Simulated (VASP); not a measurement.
# CoSn (P6/mmm) in VASP: a series of runs

The runs below take CoSn through single point, relaxation of shape and atoms at fixed volume, with PBE.

Everything below comes from runs of VASP 6.6.1. Logs are shortened: lines on timing, memory, paths and dates and some standing lists are left out, and cuts for length are marked.

### Step 1. The cell of the first run

It takes space group P6/mmm (No. 191, hexagonal). The conventional cell has a = 5.400 Å, b = 5.400 Å, c = 4.313 Å, α = 90.00°, β = 90.00°, γ = 120.00°. Co (site symmetry mmm) has 6 Sn at 2.66 to 2.70 Å and 4 Co at 2.70 Å within 3.5 Å. Within 3.5 Å of Sn (site symmetry -6m2) lie 6 Co at 2.66 Å and 3 Sn at 3.12 Å. Sn (site symmetry 6/mmm) has 6 Co at 2.70 Å within 3.6 Å.

### Step 2. Single point, PBE (18.16 Å³/atom)

INCAR

```
SYSTEM = CoSn
PREC = Accurate
ENCUT = 520
EDIFF = 1E-6
ISMEAR = 0
SIGMA = 0.1
LREAL = .FALSE.
LASPH = .TRUE.
NELM = 100
ALGO = Fast
ISIF = 2
LWAVE = .FALSE.
LCHARG = .FALSE.
GGA = PE
NBANDS = 44
```

KPOINTS

```
regular mesh
0
G
  9 9 8
  0 0 0
```

POSCAR

```
CoSn
1.0
    5.4004921480      0.0000000000      0.0000000000
   -2.7002460740      4.6769633931      0.0000000000
    0.0000000000      0.0000000000      4.3132109273
Co Sn
3 3
Direct
    0.0000000000      0.5000000000      0.0000000000
    0.5000000000      0.5000000000      0.0000000000
    0.5000000000      0.0000000000      0.0000000000
    0.6666666667      0.3333333333      0.5000000000
    0.3333333333      0.6666666667      0.5000000000
    0.0000000000      0.0000000000      0.0000000000
```

Potentials or basis: VASP PAW PBE potentials, release 64 (Co, Sn_d).

The run is started by

```
cat potpaw_PBE.64/Co/POTCAR potpaw_PBE.64/Sn_d/POTCAR > POTCAR
mpirun -np 1 vasp_std > vasp.out
```

OUTCAR:

```text
SYSTEM = CoSn
   PREC = Accurate
   ENCUT = 520
   EDIFF = 1E-6
   ISMEAR = 0
   LREAL = .FALSE.
   LASPH = .TRUE.
   NELM = 100
   ISIF = 2
   GGA = PE

 ion  position               nearest neighbor table
   1  0.000  0.500  0.000-   4 2.66   5 2.66   4 2.66   5 2.66   3 2.70   6 2.70   6 2.70   3 2.70
                             2 2.70   2 2.70
   2  0.500  0.500  0.000-   4 2.66   5 2.66   4 2.66   5 2.66   3 2.70   6 2.70   3 2.70   6 2.70
                             1 2.70   1 2.70
   3  0.500  0.000  0.000-   4 2.66   5 2.66   4 2.66   5 2.66   1 2.70   2 2.70   2 2.70   1 2.70
                             6 2.70   6 2.70
   4  0.667  0.333  0.500-   3 2.66   3 2.66   1 2.66   1 2.66   2 2.66   2 2.66   5 3.12   5 3.12
                             5 3.12
   5  0.333  0.667  0.500-   3 2.66   3 2.66   1 2.66   1 2.66   2 2.66   2 2.66   4 3.12   4 3.12
                             4 3.12
   6  0.000  0.000  0.000-   1 2.70   2 2.70   1 2.70   2 2.70   3 2.70   3 2.70

  LATTYP: Found a hexagonal cell.
 ALAT       =     5.4004921480
 C/A-ratio  =     0.7986699747

  Lattice vectors:

 A1 = (   5.4004921480,   0.0000000000,   0.0000000000)
 A2 = (  -2.7002460740,   4.6769633931,   0.0000000000)
 A3 = (   0.0000000000,   0.0000000000,   4.3132109273)

Analysis of symmetry for initial positions (statically):
=====================================================================
 Subroutine PRICEL returns:
 Original cell was already a primitive cell.

 Routine SETGRP: Setting up the symmetry group for a
 hexagonal supercell.

 Subroutine GETGRP returns: Found 24 space group operations
 (whereof 24 operations were pure point group operations)
 out of a pool of 24 trial point group operations.

The static configuration has the point symmetry D_6h.

Analysis of symmetry for dynamics (positions and initial velocities):
=====================================================================
 Subroutine PRICEL returns:
 Original cell was already a primitive cell.

 Routine SETGRP: Setting up the symmetry group for a
 hexagonal supercell.

 Subroutine GETGRP returns: Found 24 space group operations
 (whereof 24 operations were pure point group operations)
 out of a pool of 24 trial point group operations.

The dynamic configuration has the point symmetry D_6h.

 Subroutine INISYM returns: Found 24 space group operations
 (whereof 24 operations are pure point group operations),
 and found     1 'primitive' translations

----------------------------------------------------------------------------------------

                                     Primitive cell

  volume of cell :     108.9427

  direct lattice vectors                    reciprocal lattice vectors
     5.400492148  0.000000000  0.000000000     0.185168309  0.106906973  0.000000000
    -2.700246074  4.676963393  0.000000000     0.000000000  0.213813946  0.000000000
     0.000000000  0.000000000  4.313210927     0.000000000  0.000000000  0.231845838

  length of vectors
     5.400492148  5.400492148  4.313210927     0.213813946  0.213813946  0.231845838

  position of ions in fractional coordinates (direct lattice)
     1.000000000  0.500000000  0.000000000
     0.500000000  0.500000000  0.000000000
     0.500000000  0.000000000  0.000000000
     0.666666667  0.333333333  0.500000000
     0.333333333  0.666666667  0.500000000
     0.000000000  0.000000000  0.000000000

  ion indices of the primitive-cell ions
   primitive index   ion index
                 1           1
                 2           2
                 3           3
                 4           4
                 5           5
                 6           6

----------------------------------------------------------------------------------------

 KPOINTS: regular mesh

Automatic generation of k-mesh.
 Grid dimensions read from file:
 generate k-points for:    9    9    8

 Generating k-lattice:

  Cartesian coordinates                     Fractional coordinates (reciprocal lattice)
     0.020574257  0.011878553  0.000000000     0.111111111  0.000000000  0.000000000
     0.000000000  0.023757105  0.000000000     0.000000000  0.111111111  0.000000000
     0.000000000  0.000000000  0.028980730     0.000000000  0.000000000  0.125000000

  Length of vectors
     0.023757105  0.023757105  0.028980730

  Shift w.r.t. Gamma in fractional coordinates (k-lattice)
     0.000000000  0.000000000  0.000000000

 Subroutine IBZKPT returns following result:
 ===========================================

 Found     60 irreducible k-points:

 Following reciprocal coordinates:
            Coordinates               Weight
  0.000000  0.000000  0.000000      1.000000
  0.111111  0.000000  0.000000      6.000000
  0.222222  0.000000  0.000000      6.000000
  0.333333  0.000000  0.000000      6.000000
  0.444444  0.000000  0.000000      6.000000
  0.111111  0.111111  0.000000      6.000000
[... 16 lines left out ...]
  0.333333  0.222222  0.125000     24.000000
  0.333333  0.333333  0.125000      4.000000
 [... further k-points ...]
   k-points           NKPTS =     60   k-points in BZ     NKDIM =     60   number of bands    NBANDS=     44
   number of dos      NEDOS =    301   number of ions     NIONS =      6
   total plane-waves  NPLWV =  51200
   dimension x,y,z NGX =    40 NGY =   40 NGZ =   32
   dimension x,y,z NGXF=    80 NGYF=   80 NGZF=   64
   ions per type =               3   3
   NGX,Y,Z   is equivalent  to a cutoff of  12.31, 12.31, 12.33 a.u.
   NGXF,Y,Z  is equivalent  to a cutoff of  24.63, 24.63, 24.67 a.u.
 SYSTEM =  CoSn
   PREC   = accura    normal or accurate (medium, high low for compatibility)
   ISTART =      0    job   : 0-new  1-cont  2-samecut
   ICHARG =      2    charge: 1-file 2-atom 10-const
   ISPIN  =      1    spin polarized calculation?
   LNONCOLLINEAR =      F non collinear calculations
   LSORBIT =      F    spin-orbit coupling
   LASPH  =      T    aspherical Exc in radial PAW
   ENCUT  =  520.0 eV  38.22 Ry    6.18 a.u.  10.04 10.04  8.02*2*pi/ulx,y,z
   NELM   =    100;   NELMIN=  2; NELMDL= -5     # of ELM steps
   EDIFF  = 0.1E-05   stopping-criterion for ELM
   LREAL  =      F    real-space projection
   EDIFFG = 0.1E-04   stopping-criterion for IOM
   NSW    =      0    number of steps for IOM
   IBRION =     -1    ionic relax: 0-MD 1-quasi-New 2-CG
   NFREE  =      0    steps in history (QN), initial steepest desc. (CG)
   ISIF   =      2    stress and relaxation
   ISYM   =      2    0-nonsym 1-usesym 2-fastsym
   POTIM  = 0.5000    time-step for ionic-motion
   TEBEG  =    0.0;   TEEND  =   0.0 temperature during run
   PSTRESS=    0.0 pullay stress
   NELECT =      69.0000    total number of electrons
   NUPDOWN=      -1.0000    fix difference up-down
   EMIN   =  10.00;   EMAX   =-10.00  energy-range for DOS
   EFERMI =   0.00;   METHOD = LEGACY
   ISMEAR =     0;   SIGMA  =   0.10  broadening in eV -4-tet -1-fermi 0-gaus
   EFERMI_NEDOS =   21; number of points for ismear=-14 and -15
   IALGO  =     68    algorithm
   IMIX   =      4    mixing-type and parameters
     AMIX     =   0.40;   BMIX     =  1.00
     AMIX_MAG =   1.60;   BMIX_MAG =  1.00
  volume/ion in A,a.u.               =      18.16       122.53
  Fermi-wavevector in a.u.,A,eV,Ry     =   1.405913  2.656791 26.893168  1.976592
  Thomas-Fermi vector in A             =   2.528327
   LORBIT       =      0    0 simple, 1 ext, 2 COOP (PROOUT), +10 PAW based schemes
   GGA     = PE    functional components
   LHFCALC =     F    Hartree Fock is set to
   AEXX    =    0.0000 exact exchange contribution
   IVDW    =     0    specifies the selected vdW correction
   LEPSILON=     F    determine dielectric tensor
   LRPA    =     F    only Hartree local field effects (RPA)
 non-spin polarized calculation
 RMM-DIIS sequential band-by-band and
 Gauss-broadening in eV      SIGMA  =   0.10
  energy-cutoff  :      520.00
  volume of cell :      108.94
 maximum number of plane-waves:      2952
   NGX = 21   NGY = 21   NGZ = 17

 number of electron      68.9999991 magnetization

 Free energy of the ion-electron system (eV)
  ---------------------------------------------------
  ext. energy  EPLUGINS =         0.00000000
  ---------------------------------------------------
  free energy    TOTEN  =       -33.12722387 eV

  energy without entropy =      -33.11369697  energy(sigma->0) =      -33.12046042

 E-fermi :   8.9731     XC(G=0): -11.4018

 val. band max:        8.9528594937   @ k =   0.3333   0.0000   0.1250
 cond. band min:       9.0041151811   @ k =   0.1111   0.0000   0.5000
 fundamental gap:      0.0512556875
 Fermi energy:         8.9731340167

 k-point     1 :       0.0000    0.0000    0.0000
  band No.  band energies     occupation
      1     -12.5266      2.00000
      2     -12.4197      2.00000
      3     -12.4197      2.00000
      4     -12.3574      2.00000
      5     -12.3574      2.00000
      6     -12.2591      2.00000
[... 36 lines left out ...]
     43      14.4541      0.00000
     44      15.3283      0.00000

 k-point     2 :       0.1111    0.0000    0.0000
  band No.  band energies     occupation
      1     -12.5261      2.00000
      2     -12.4201      2.00000
      3     -12.4195      2.00000
      4     -12.3655      2.00000
      5     -12.3616      2.00000
      6     -12.2741      2.00000
[... 36 lines left out ...]
     43      14.2072      0.00000
     44      14.2658      0.00000

 k-point     3 :       0.2222    0.0000    0.0000
  band No.  band energies     occupation
      1     -12.5246      2.00000
      2     -12.4211      2.00000
      3     -12.4189      2.00000
      4     -12.3819      2.00000
      5     -12.3724      2.00000
      6     -12.2841      2.00000
[... 36 lines left out ...]
     43      13.7123      0.00000
     44      14.0145      0.00000

 k-point     4 :       0.3333    0.0000    0.0000
  band No.  band energies     occupation
      1     -12.5230      2.00000
      2     -12.4223      2.00000
      3     -12.4176      2.00000
      4     -12.3968      2.00000
      5     -12.3843      2.00000
      6     -12.2875      2.00000
[... 882 lines left out ...]
     43      13.9085      0.00000
     44      14.9263      0.00000

 k-point    23 :       0.3333    0.2222    0.1250
  band No.  band energies     occupation
      1     -12.5201      2.00000
      2     -12.4278      2.00000
      3     -12.4201      2.00000
      4     -12.4171      2.00000
      5     -12.3578      2.00000
      6     -12.3157      2.00000
[... 36 lines left out ...]
     43      14.2965      0.00000
     44      14.8485      0.00000

 k-point    24 :       0.3333    0.3333    0.1250
  band No.  band energies     occupation
      1     -12.5199      2.00000
      2     -12.4312      2.00000
      3     -12.4191      2.00000
      4     -12.4191      2.00000
      5     -12.3373      2.00000
      6     -12.3373      2.00000
[... 36 lines left out ...]
     43      15.1330      0.00000
     44      15.1568      0.00000

 [... further k-points ...]
[... 5 lines left out ...]
  --------------------------------------------------------------------------------------
  -------------------------------------------------------------------------------------
  Total       -4.3997485     -4.3997485     -4.4502470     -0.0000000      0.0000000      0.0000000
  in kB      -64.7053858    -64.7053858    -65.4480464     -0.0000000      0.0000000      0.0000000
  external PRESSURE =     -64.9529394 kB  Pullay stress =       0.0000000 kB

 VOLUME and BASIS-vectors are now :
 -----------------------------------------------------------------------------
  energy-cutoff  :      520.00
  volume of cell :      108.94
      direct lattice vectors                 reciprocal lattice vectors
     5.400492148  0.000000000  0.000000000     0.185168309  0.106906973  0.000000000
    -2.700246074  4.676963393  0.000000000     0.000000000  0.213813946  0.000000000
     0.000000000  0.000000000  4.313210927     0.000000000  0.000000000  0.231845838

 POSITION                                       TOTAL-FORCE (eV/Angst)
 -----------------------------------------------------------------------------------
     -1.35012      2.33848      0.00000         0.000000      0.000000      0.000000
      1.35012      2.33848      0.00000        -0.000000      0.000000      0.000000
      2.70025      0.00000      0.00000         0.000000      0.000000      0.000000
      2.70025      1.55899      2.15661         0.000000     -0.000000     -0.000000
     -0.00000      3.11798      2.15661        -0.000000      0.000000      0.000000
      0.00000      0.00000      0.00000         0.000000      0.000000      0.000000
 -----------------------------------------------------------------------------------
    total drift:                               -0.000000      0.000000     -0.000000

  FREE ENERGIE OF THE ION-ELECTRON SYSTEM (eV)
  ---------------------------------------------------
  free  energy   TOTEN  =       -33.1272238709 eV

  energy  without entropy=      -33.1136969691  energy(sigma->0) =      -33.12046042
```

Wall time 2.7 min (1 thread of Intel Xeon 6975P-C (Granite Rapids), shared host); peak memory 0.36 GiB.

Results:

* Free energy: -33.1272 eV
* Pressure: -6.5 GPa
* Band gap on the k mesh: zero (an odd number of electrons rules out a gap without spin polarisation)

Levels at points of the mesh, in eV from the Fermi level:
```csv
k point,band 31,band 32,band 33,band 34,band 35,band 36,band 37,band 38
"(0.00, 0.00, 0.00)",-0.39,-0.39,-0.36,-0.36,0.46,0.47,1.25,1.25
"(0.00, 0.00, 0.50)",-0.84,-0.44,-0.44,-0.44,-0.35,-0.35,-0.07,0.46
```

Caveat: the cell stands under tension; spin-orbit coupling is left out, which moves the levels of the heavy elements; the run has no spin polarisation, though such a crystal can be magnetic. Spin polarisation is off, so any magnetic state and its effect on volume and gap are missing.

### Step 3. Single point, PBE (18.84 Å³/atom)

This run uses another cell than the first one, of 18.84 Å³/atom.

INCAR

```
  ALGO = Fast
  EDIFF = 1E-7
  ENCUT = 520
  GGA = PE
  ISIF = 2
  ISMEAR = 0
  LASPH = T
  LCHARG = F
  LREAL = F
  LWAVE = F
  NBANDS = 44
  NELM = 100
  PREC = Accurate
  SIGMA = 0.1
```

KPOINTS

```
k-points
0
Gamma
  9 9 8
```

POSCAR, as its differences from that of step 2:

```diff
@@ -2,5 +2,5 @@
 1.0
-    5.4004921480      0.0000000000      0.0000000000
-   -2.7002460740      4.6769633931      0.0000000000
-    0.0000000000      0.0000000000      4.3132109273
+    5.4675858674      0.0000000000      0.0000000000
+   -2.7337929337      4.7350682585      0.0000000000
+    0.0000000000      0.0000000000      4.3667966664
 Co Sn
```

Potentials or basis: VASP PAW PBE potentials, release 64 (Co, Sn_d).

The run is started by

```
cat potpaw_PBE.64/Co/POTCAR potpaw_PBE.64/Sn_d/POTCAR > POTCAR
mpirun -np 1 vasp_std > vasp.out
```

It took 3.9 min on 1 thread of Intel Xeon 6975P-C (Granite Rapids), shared host; peak memory 0.39 GiB.

The run converged. Its results:

```
Free energy            : -32.9190 eV
Pressure               : -9.7 GPa
Band gap on the k mesh : zero (an odd number of electrons rules out a gap without spin polarisation)
```

Stress tensor (GPa, compression positive):
```
-9.63  0.00  0.00
 0.00 -9.63  0.00
 0.00  0.00 -9.71
```

Levels at points of the mesh, in eV from the Fermi level:
```
           k point  band 30  band 31  band 32  band 33  band 34  band 35  band 36  band 37  band 38  band 39
(0.00, 0.00, 0.00)    -0.37    -0.37    -0.37    -0.35    -0.35     0.39     0.43     1.18     1.18     2.68
(0.00, 0.00, 0.50)    -0.81    -0.81    -0.42    -0.42    -0.41    -0.34    -0.34    -0.05     0.43     0.80
```

Caveat: the cell stands under tension; spin-orbit coupling is left out, which moves the levels of the heavy elements; the run has no spin polarisation, though such a crystal can be magnetic.

### Step 4. Relaxation of shape and atoms at fixed volume, PBE (15.07 Å³/atom)

This run uses another cell than the first one, of 15.07 Å³/atom.

INCAR

```
PREC = Accurate
ENCUT = 600
EDIFF = 1E-6
ISMEAR = 0
SIGMA = 0.1
LREAL = False
LASPH = True
NELM = 60
ALGO = Fast
ISIF = 4
LWAVE = False
LCHARG = False
GGA = PE
IBRION = 2
NSW = 50
EDIFFG = -0.01
```

KPOINTS

```
Automatic mesh
0
Gamma
  9 9 8
```

POSCAR, as its differences from that of step 3:

```diff
@@ -2,5 +2,5 @@
 1.0
-    5.4675858674      0.0000000000      0.0000000000
-   -2.7337929337      4.7350682585      0.0000000000
-    0.0000000000      0.0000000000      4.3667966664
+    5.0756571017      0.0000000000      0.0000000000
+   -2.5378285509      4.3956479910      0.0000000000
+    0.0000000000      0.0000000000      4.0537749292
 Co Sn
```

The run is started by

```
cat potpaw_PBE.64/Co/POTCAR potpaw_PBE.64/Sn_d/POTCAR > POTCAR
mpirun -np 1 vasp_std > vasp.out
```

Run time: 3 min. Hardware: 1 thread of Intel Xeon 6975P-C (Granite Rapids), shared host; peak memory 0.38 GiB.

Results (log left out):

```
Free energy             : -32.5091 eV
Pressure after relaxing : 22.1 GPa
Band gap on the k mesh  : zero (an odd number of electrons rules out a gap without spin polarisation)
```

Final structure:
```xyz
6
Lattice="5.0757 0.0000 0.0000 -2.5378 4.3956 0.0000 0.0000 0.0000 4.0538" Properties=species:S:1:pos:R:3 pbc="T T T"
Co   -1.2689    2.1978    0.0000
Co    1.2689    2.1978    0.0000
Co    2.5378    0.0000    0.0000
Sn    2.5378    1.4652    2.0269
Sn    0.0000    2.9304    2.0269
Sn    0.0000    0.0000    0.0000
```

Levels at points of the mesh, in eV from the Fermi level:
| k point | band 30 | band 31 | band 32 | band 33 | band 34 | band 35 | band 36 | band 37 | band 38 | band 39 |
| --- | --- | --- | --- | --- | --- | --- | --- | --- | --- | --- |
| (0.00, 0.00, 0.00) | -0.52 | -0.48 | -0.48 | -0.44 | -0.44 | 0.64 | 0.93 | 1.64 | 1.64 | 3.27 |
| (0.00, 0.00, 0.50) | -1.04 | -1.04 | -0.59 | -0.55 | -0.55 | -0.43 | -0.43 | -0.21 | 0.65 | 1.89 |

Caveat: spin-orbit coupling is left out, which moves the levels of the heavy elements; the run has no spin polarisation, though such a crystal can be magnetic. Spin polarisation is off, so any magnetic state and its effect on volume and gap are missing.

### Step 5. The runs side by side

| task | cell | cutoff (eV) | gap on the mesh (eV) | pressure (GPa) |
| --- | --- | --- | --- | --- |
| single point | a = 5.400, b = 5.400, c = 4.313 Å, angles 90.0, 90.0, 120.0°, 6 atoms | 520 | none | -6.5 |
| single point | a = 5.468, b = 5.468, c = 4.367 Å, angles 90.0, 90.0, 120.0°, 6 atoms | 520 | none | -9.7 |
| relaxation of shape and atoms at fixed volume | relaxed from a = 5.076, b = 5.076, c = 4.054 Å, angles 90.0, 90.0, 120.0°, 6 atoms | 600 | none | 22.1 |

Alike in all rows: level PBE; potentials or basis VASP PAW PBE potentials, release 64 (Co, Sn_d); no spin polarisation; k mesh 9 × 9 × 8; smearing gaussian 0.1 eV.

Caveats: spin-orbit coupling is left out, which moves the levels of the heavy elements; the run has no spin polarisation, though such a crystal can be magnetic; the cell stands under tension (at least some runs).

Absolute energies hang on the potentials; compare differences alone.

The gap in the log of VASP goes by the Fermi energy; the results here count the filled bands.